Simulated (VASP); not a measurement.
# Mg5ZnO6: single point with PBE

Mg5ZnO6:

```
CELL_PARAMETERS angstrom
3.01904 -0.00005 -0.00005
-1.50956 2.61402 -0.00008
-0.00027 -0.00062 14.76858
ATOMIC_POSITIONS crystal
Mg 0.33342 0.66680 0.83231
Mg 0.66655 0.33319 0.16770
Mg 0.33327 0.66656 0.33389
Mg 0.00001 0.99999 0.50000
Mg 0.66675 0.33344 0.66611
Zn 0.00000 0.99999 0.00000
O 0.66681 0.33353 0.91339
O 0.33317 0.66649 0.08661
O 0.99991 0.99987 0.25086
O 0.66664 0.33328 0.41694
O 0.33337 0.66672 0.58305
O 0.00009 0.00013 0.74914
```

```
Program                : VASP 6.6.1
Task                   : single point
Functional             : PBE
Potentials or basis    : VASP PAW PBE potentials, release 64 (Mg, Zn, O)
Cutoff                 : 520 eV
k mesh                 : 6 × 6 × 1
Occupations            : gaussian, width 0.1 eV
Spin                   : no spin polarisation
Dipole correction      : no
Further INCAR settings : ALGO = Normal; EDIFF = 1e-07; NBANDS = 41
```

```json
{"Pressure": "-0.5 GPa", "Largest force": "0.070 eV/Å", "Band gap on the k mesh": "3.28 eV"}
```

Forces on the atoms (eV/Å):
```
Mg   0.000  0.000 -0.006
Mg   0.000  0.000  0.006
Mg   0.000  0.000  0.000
Mg   0.000  0.000  0.000
Mg   0.000  0.000  0.000
Zn   0.000  0.000  0.000
O    0.000 -0.001 -0.070
O    0.000  0.000  0.070
O    0.000  0.000  0.001
O    0.000  0.000  0.001
O    0.000  0.000 -0.001
O    0.000  0.000 -0.001
```

Levels at points of the mesh, in eV from the valence-band top:
```
           k point  band 25  band 26  band 27  band 28  band 29  band 30  band 31  band 32  band 33  band 34
(0.00, 0.00, 0.00)    -0.35    -0.31    -0.31     0.00     0.00     3.28     5.01     5.40     6.65     6.94
(0.50, 0.00, 0.00)    -1.30    -1.10    -0.97    -0.38    -0.29     6.61     6.93     8.10     8.58     9.00
(0.00, 0.50, 0.00)    -1.30    -1.10    -0.97    -0.38    -0.29     6.61     6.93     8.10     8.57     9.00
(0.50, 0.50, 0.00)    -1.30    -1.10    -0.97    -0.38    -0.29     6.61     6.93     8.10     8.58     9.00
```

Run time: 3.8 min on 1 thread of Intel Xeon 8259CL, with other jobs on the host, peak memory 0.29 GiB.

Caveat: the k points lie up to 0.43 Å⁻¹ apart.
